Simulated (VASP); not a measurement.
# CaGaC2N2 (P-1) in VASP: single point with PBE

Aim: the single point of CaGaC2N2 with PBE.

Everything below comes from runs of VASP 6.6.1. Logs are shortened: lines on timing, memory, paths and dates and some standing lists are left out, and cuts for length are marked.

**1. The cell of the first run**

The typed cell holds 6 atoms: a = 3.676 Å, b = 3.695 Å, c = 9.960 Å, α = 84.33°, β = 81.88°, γ = 60.62°.

**2. Single point, PBE, collinear spin, ferromagnetic start**

INCAR reads:

```
PREC = Accurate ; ENCUT = 520
EDIFF = 1E-6 ; ISMEAR = 0
SIGMA = 0.1 ; LREAL = False
LASPH = True ; NELM = 150
ALGO = Normal ; ISIF = 2
LWAVE = False ; LCHARG = False
ISPIN = 2 ; MAGMOM = 0 0 1 1 1 1
LORBIT = 11 ; GGA = PE
NBANDS = 34
```

KPOINTS reads:

```
Automatic mesh
0
Gamma
  6 6 2
```

POSCAR reads:

```
CaGaC2N2
1.0
    3.6761375794      0.0000000000      0.0000000000
    1.8129289210      3.2197810988      0.0000000000
    1.4074106595      0.3375316039      9.8540489309
Ca Ga C N
1 1 2 2
Direct
    0.0000000000      0.5000000000      0.5000000000
    0.0000000000      0.0000000000      0.0000000000
    0.7301488478      0.2121911125      0.2557853923
    0.2698511522      0.7878088875      0.7442146077
    0.7069729921      0.1772751307      0.3773555231
    0.2930270079      0.8227248693      0.6226444769
```

Potentials or basis: VASP PAW PBE potentials, release 64 (Ca_sv, Ga_d, C, N).

Launch:

```sh
> cat potpaw_PBE.64/Ca_sv/POTCAR potpaw_PBE.64/Ga_d/POTCAR potpaw_PBE.64/C/POTCAR potpaw_PBE.64/N/POTCAR > POTCAR
> mpirun -np 1 vasp_std > vasp.out
```

OUTCAR:

```text
PREC = Accurate
   ENCUT = 520
   EDIFF = 1E-6
   ISMEAR = 0
   LREAL = False
   LASPH = True
   NELM = 150
   ISIF = 2
   ISPIN = 2
   LORBIT = 11
   GGA = PE

 ion  position               nearest neighbor table
   1  0.000  0.500  0.500-   5 2.45   6 2.45   5 2.45   6 2.45   6 2.46   5 2.46
   2  0.000  0.000  0.000-
   3  0.730  0.212  0.256-   5 1.20
   4  0.270  0.788  0.744-   6 1.20
   5  0.707  0.177  0.377-   3 1.20   1 2.45   1 2.45   1 2.46
   6  0.293  0.823  0.623-   4 1.20   1 2.45   1 2.45   1 2.46

  Warning from LATTYP: Got some problem with cell dimensions!
  Tried to take original basis but could not verify dimensions!
  LATTYP: Found a triclinic cell.
 ALAT       =     6.4071325151
 B/A-ratio  =     0.5806058142
 C/A-ratio  =     2.6871972607
 COS(alpha) =     0.0196116296
 COS(beta)  =     0.4241297723
 COS(gamma) =     0.8679778185

  Lattice vectors:

 A1 = (  -5.5393462378,   3.2197810988,   0.0000000000)
 A2 = (  -1.8632086584,   3.2197810988,   0.0000000000)
 A3 = ( -12.3855436603,  -6.7770938015,  -9.8540489309)

Analysis of symmetry for initial positions (statically):
=====================================================================
 Subroutine PRICEL returns:
 Original cell was already a primitive cell.

 Routine SETGRP: Setting up the symmetry group for a
 triclinic supercell.

 Subroutine GETGRP returns: Found  2 space group operations
 (whereof  2 operations were pure point group operations)
 out of a pool of  2 trial point group operations.

The static configuration has the point symmetry S_2 .

Analysis of symmetry for dynamics (positions and initial velocities):
=====================================================================
 Subroutine PRICEL returns:
 Original cell was already a primitive cell.

 Routine SETGRP: Setting up the symmetry group for a
 triclinic supercell.

 Subroutine GETGRP returns: Found  2 space group operations
 (whereof  2 operations were pure point group operations)
 out of a pool of  2 trial point group operations.

The dynamic configuration has the point symmetry S_2 .

Analysis of structural, dynamic, and magnetic symmetry:
=====================================================================
 Subroutine PRICEL returns:
 Original cell was already a primitive cell.

 Routine SETGRP: Setting up the symmetry group for a
 triclinic supercell.

 Subroutine GETGRP returns: Found  2 space group operations
 (whereof  2 operations were pure point group operations)
 out of a pool of  2 trial point group operations.

The overall configuration has the point symmetry S_2 .

 Subroutine INISYM returns: Found  2 space group operations
 (whereof  2 operations are pure point group operations),
 and found     1 'primitive' translations

----------------------------------------------------------------------------------------

                                     Primitive cell

  volume of cell :     116.6361

  direct lattice vectors                    reciprocal lattice vectors
     3.676137579  0.000000000  0.000000000     0.272024640 -0.153166107 -0.033605676
     1.812928921  3.219781099  0.000000000     0.000000000  0.310580120 -0.010638328
     1.407410659  0.337531604  9.854048931     0.000000000  0.000000000  0.101481128

  length of vectors
     3.676137579  3.695091555  9.959769710     0.313985035  0.310762264  0.101481128

  position of ions in fractional coordinates (direct lattice)
     1.000000000  0.500000000  0.500000000
     0.000000000  0.000000000  0.000000000
     0.730148848  0.212191113  0.255785392
     0.269851152  0.787808887  0.744214608
     0.706972992  0.177275131  0.377355523
     0.293027008  0.822724869  0.622644477

  ion indices of the primitive-cell ions
   primitive index   ion index
                 1           1
                 2           2
                 3           3
                 4           4
                 5           5
                 6           6

----------------------------------------------------------------------------------------

 KPOINTS: Automatic mesh

Automatic generation of k-mesh.
 Grid dimensions read from file:
 generate k-points for:    6    6    2

 Generating k-lattice:

  Cartesian coordinates                     Fractional coordinates (reciprocal lattice)
     0.045337440 -0.025527684 -0.005600946     0.166666667 -0.000000000 -0.000000000
     0.000000000  0.051763353 -0.001773055     0.000000000  0.166666667  0.000000000
     0.000000000  0.000000000  0.050740564     0.000000000  0.000000000  0.500000000

  Length of vectors
     0.052330839  0.051793711  0.050740564

  Shift w.r.t. Gamma in fractional coordinates (k-lattice)
     0.000000000  0.000000000  0.000000000

 Subroutine IBZKPT returns following result:
 ===========================================

 Found     40 irreducible k-points:

 Following reciprocal coordinates:
            Coordinates               Weight
  0.000000  0.000000  0.000000      1.000000
  0.166667  0.000000  0.000000      2.000000
  0.333333  0.000000  0.000000      2.000000
  0.500000 -0.000000  0.000000      1.000000
  0.000000  0.166667 -0.000000      2.000000
  0.166667  0.166667  0.000000      2.000000
[... 16 lines left out ...]
  0.333333  0.000000  0.500000      2.000000
  0.500000 -0.000000  0.500000      1.000000
 [... further k-points ...]
   k-points           NKPTS =     40   k-points in BZ     NKDIM =     40   number of bands    NBANDS=     34
   number of dos      NEDOS =    301   number of ions     NIONS =      6
   total plane-waves  NPLWV =  62720
   dimension x,y,z NGX =    28 NGY =   28 NGZ =   80
   dimension x,y,z NGXF=    56 NGYF=   56 NGZF=  160
   ions per type =               1   1   2   2
   NGX,Y,Z   is equivalent  to a cutoff of  12.66, 12.60, 13.35 a.u.
   NGXF,Y,Z  is equivalent  to a cutoff of  25.32, 25.19, 26.71 a.u.
 SYSTEM =  unknown system
   PREC   = accura    normal or accurate (medium, high low for compatibility)
   ISTART =      0    job   : 0-new  1-cont  2-samecut
   ICHARG =      2    charge: 1-file 2-atom 10-const
   ISPIN  =      2    spin polarized calculation?
   LNONCOLLINEAR =      F non collinear calculations
   LSORBIT =      F    spin-orbit coupling
   LASPH  =      T    aspherical Exc in radial PAW
   ENCUT  =  520.0 eV  38.22 Ry    6.18 a.u.   6.84  6.87 18.52*2*pi/ulx,y,z
   NELM   =    150;   NELMIN=  2; NELMDL= -5     # of ELM steps
   EDIFF  = 0.1E-05   stopping-criterion for ELM
   LREAL  =      F    real-space projection
   EDIFFG = 0.1E-04   stopping-criterion for IOM
   NSW    =      0    number of steps for IOM
   IBRION =     -1    ionic relax: 0-MD 1-quasi-New 2-CG
   NFREE  =      0    steps in history (QN), initial steepest desc. (CG)
   ISIF   =      2    stress and relaxation
   ISYM   =      2    0-nonsym 1-usesym 2-fastsym
   POTIM  = 0.5000    time-step for ionic-motion
   TEBEG  =    0.0;   TEEND  =   0.0 temperature during run
   PSTRESS=    0.0 pullay stress
   NELECT =      41.0000    total number of electrons
   NUPDOWN=      -1.0000    fix difference up-down
   EMIN   =  10.00;   EMAX   =-10.00  energy-range for DOS
   EFERMI =   0.00;   METHOD = LEGACY
   ISMEAR =     0;   SIGMA  =   0.10  broadening in eV -4-tet -1-fermi 0-gaus
   EFERMI_NEDOS =   21; number of points for ismear=-14 and -15
   IALGO  =     38    algorithm
   IMIX   =      4    mixing-type and parameters
     AMIX     =   0.40;   BMIX     =  1.00
     AMIX_MAG =   1.60;   BMIX_MAG =  1.00
  volume/ion in A,a.u.               =      19.44       131.18
  Fermi-wavevector in a.u.,A,eV,Ry     =   1.155381  2.183353 18.162485  1.334905
  Thomas-Fermi vector in A             =   2.292010
   LORBIT       =     11    0 simple, 1 ext, 2 COOP (PROOUT), +10 PAW based schemes
   GGA     = PE    functional components
   LHFCALC =     F    Hartree Fock is set to
   AEXX    =    0.0000 exact exchange contribution
   IVDW    =     0    specifies the selected vdW correction
   LEPSILON=     F    determine dielectric tensor
   LRPA    =     F    only Hartree local field effects (RPA)
 spin polarized calculation
 Gauss-broadening in eV      SIGMA  =   0.10
  energy-cutoff  :      520.00
  volume of cell :      116.64
 maximum number of plane-waves:      3168
   NGX = 13   NGY = 13   NGZ = 37

 number of electron      41.0000003 magnetization       0.0002159

 Free energy of the ion-electron system (eV)
  ---------------------------------------------------
  ext. energy  EPLUGINS =         0.00000000
  ---------------------------------------------------
  free energy    TOTEN  =       -39.63447241 eV

  energy without entropy =      -39.62779648  energy(sigma->0) =      -39.63113444

 E-fermi :   2.6509     XC(G=0):  -8.4236

 val. band max:        2.6463038522   @ k =  -0.3333   0.3333   0.5000
 cond. band min:       2.7449140262   @ k =   0.3333   0.3333   0.0000
 fundamental gap:      0.0986101739
 Fermi energy:         2.6508554393

 spin component 1

 k-point     1 :       0.0000    0.0000    0.0000
  band No.  band energies     occupation
      1     -39.7645      1.00000
      2     -20.9528      1.00000
      3     -20.7032      1.00000
      4     -20.7012      1.00000
      5     -17.4756      1.00000
      6     -17.1834      1.00000
[... 24 lines left out ...]
     31       8.3461      0.00000
     32       8.4112      0.00000

 k-point     2 :       0.1667    0.0000    0.0000
  band No.  band energies     occupation
      1     -39.7583      1.00000
      2     -20.9193      1.00000
      3     -20.8013      1.00000
      4     -20.7159      1.00000
      5     -17.3872      1.00000
      6     -17.2058      1.00000
[... 24 lines left out ...]
     31       7.5644      0.00000
     32       8.2590      0.00000
[... 733 lines left out ...]
     31       7.9660      0.00000
     32       8.1161      0.00000

 k-point    24 :       0.5000   -0.0000    0.5000
  band No.  band energies     occupation
      1     -39.7397      1.00000
      2     -21.0753      1.00000
      3     -20.8069      1.00000
      4     -20.7594      1.00000
      5     -17.3110      1.00000
      6     -17.1134      1.00000
[... 24 lines left out ...]
     31       8.1300      0.00000
     32       8.2871      0.00000

 [... further k-points ...]

 spin component 2

 k-point     1 :       0.0000    0.0000    0.0000
  band No.  band energies     occupation
      1     -39.7645      1.00000
      2     -20.9528      1.00000
      3     -20.7032      1.00000
      4     -20.7013      1.00000
      5     -17.4756      1.00000
      6     -17.1834      1.00000
[... 24 lines left out ...]
     31       8.3461      0.00000
     32       8.4112      0.00000

 k-point     2 :       0.1667    0.0000    0.0000
  band No.  band energies     occupation
      1     -39.7583      1.00000
      2     -20.9193      1.00000
      3     -20.8013      1.00000
      4     -20.7159      1.00000
      5     -17.3872      1.00000
      6     -17.2058      1.00000
[... 24 lines left out ...]
     31       7.5644      0.00000
     32       8.2590      0.00000
[... 733 lines left out ...]
     31       7.9661      0.00000
     32       8.1161      0.00000

 k-point    24 :       0.5000   -0.0000    0.5000
  band No.  band energies     occupation
      1     -39.7397      1.00000
      2     -21.0753      1.00000
      3     -20.8069      1.00000
      4     -20.7594      1.00000
      5     -17.3110      1.00000
      6     -17.1133      1.00000
[... 24 lines left out ...]
     31       8.1301      0.00000
     32       8.2871      0.00000

 [... further k-points ...]

 [bands above 32 left out]

------------------------ aborting loop because EDIFF is reached ----------------------------------------

  FORCE on cell =-STRESS in cart. coord.  units (eV):
  Direction    XX          YY          ZZ          XY          YZ          ZX
  --------------------------------------------------------------------------------------
  -------------------------------------------------------------------------------------
  Total        0.2383854      0.0829333      0.8939198     -0.0276529      0.1035788     -0.0221540
  in kB        3.2745932      1.1392181     12.2793768     -0.3798557      1.4228162     -0.3043193
  external PRESSURE =       5.5643960 kB  Pullay stress =       0.0000000 kB

 VOLUME and BASIS-vectors are now :
 -----------------------------------------------------------------------------
  energy-cutoff  :      520.00
  volume of cell :      116.64
      direct lattice vectors                 reciprocal lattice vectors
     3.676137579  0.000000000  0.000000000     0.272024640 -0.153166107 -0.033605676
     1.812928921  3.219781099  0.000000000     0.000000000  0.310580120 -0.010638328
     1.407410659  0.337531604  9.854048931     0.000000000  0.000000000  0.101481128

 POSITION                                       TOTAL-FORCE (eV/Angst)
 -----------------------------------------------------------------------------------
      1.61017      1.77866      4.92702        -0.000000      0.000000      0.000000
      0.00000      0.00000      0.00000         0.000000     -0.000000      0.000000
      3.42881      0.76954      2.52052        -0.001525      0.004541     -0.322778
      3.46767      2.78777      7.33353         0.001525     -0.004541      0.322778
      3.45141      0.69816      3.71848        -0.000455     -0.011321      0.275669
      3.44507      2.85916      6.13557         0.000455      0.011321     -0.275669
 -----------------------------------------------------------------------------------
    total drift:                               -0.000000      0.000000     -0.000000

  FREE ENERGIE OF THE ION-ELECTRON SYSTEM (eV)
  ---------------------------------------------------
  free  energy   TOTEN  =       -39.6344724056 eV

  energy  without entropy=      -39.6277964834  energy(sigma->0) =      -39.63113444

 total charge

# of ion       s       p       d       tot
------------------------------------------
    1        2.031   5.868   0.240   8.139
    2        1.174   0.258   9.930  11.363
    3        0.995   1.458   0.000   2.453
    4        0.995   1.458   0.000   2.453
    5        1.298   2.640   0.000   3.938
    6        1.298   2.640   0.000   3.938
--------------------------------------------------
tot          7.789  14.323  10.170  32.283

 magnetization (x)

# of ion       s       p       d       tot
------------------------------------------
    1        0.000   0.000  -0.000   0.000
    2       -0.000   0.000   0.000   0.000
    3       -0.000  -0.000   0.000  -0.000
    4       -0.000  -0.000   0.000  -0.000
    5        0.000   0.000   0.000   0.000
    6        0.000   0.000   0.000   0.000
--------------------------------------------------
tot         -0.000   0.000  -0.000   0.000
```

It took 7.1 min on 1 thread of Intel Xeon Platinum 8375C at 2.90GHz (Ice Lake), shared host; peak memory 0.45 GiB.

What came out:

```
Free energy                                           : -39.6345 eV
Pressure                                              : 0.6 GPa
Largest force                                         : 0.323 eV/Å
Net moment                                            : 0.00 μB per cell
Valence electrons inside the program's atomic spheres : Ca 8.14; Ga 11.36; C 2.45; N 3.94
```

Forces in eV/Å, atoms in the order of the input:
```
Ca   0.000  0.000  0.000
Ga   0.000  0.000  0.000
C   -0.002  0.005 -0.323
C    0.002 -0.005  0.323
N    0.000 -0.011  0.276
N    0.000  0.011 -0.276
```

Levels at points of the mesh, in eV from the Fermi level:
Spin up:
```csv
k point,band 19,band 20,band 21,band 22,band 23,band 24
"(0.00, 0.00, 0.00)",-5.24,-3.43,1.02,1.11,2.02,2.48
"(0.50, 0.00, 0.00)",-4.87,-2.51,-0.77,0.27,1.69,1.73
"(0.00, 0.50, 0.00)",-4.91,-2.69,-0.90,0.66,1.60,1.63
"(0.50, 0.50, 0.00)",-4.84,-2.08,-1.08,0.68,1.10,1.53
"(0.00, 0.00, 0.50)",-5.68,-3.20,0.94,1.09,2.00,2.69
"(0.50, 0.00, 0.50)",-4.88,-2.40,-0.90,0.58,1.28,1.54
"(0.00, 0.50, 0.50)",-4.89,-2.62,-0.59,0.20,1.51,1.74
"(0.50, 0.50, 0.50)",-4.82,-2.13,-0.93,0.10,1.63,1.99
```
Spin down:
```
           k point  band 18  band 19  band 20  band 21  band 22  band 23  band 24  band 25
(0.00, 0.00, 0.00)    -5.68    -5.24    -3.43     1.02     1.11     2.02     2.48     2.73
(0.50, 0.00, 0.00)    -5.56    -4.87    -2.51    -0.77     0.27     1.69     1.73     2.13
(0.00, 0.50, 0.00)    -5.46    -4.91    -2.69    -0.90     0.66     1.60     1.63     2.15
(0.50, 0.50, 0.00)    -5.64    -4.84    -2.08    -1.08     0.68     1.10     1.53     2.18
(0.00, 0.00, 0.50)    -5.70    -5.68    -3.20     0.94     1.09     2.00     2.69     2.78
(0.50, 0.00, 0.50)    -5.60    -4.88    -2.40    -0.90     0.58     1.28     1.54     2.23
(0.00, 0.50, 0.50)    -5.60    -4.89    -2.62    -0.59     0.20     1.51     1.74     2.09
(0.50, 0.50, 0.50)    -5.66    -4.82    -2.13    -0.93     0.10     1.63     1.99     2.10
```
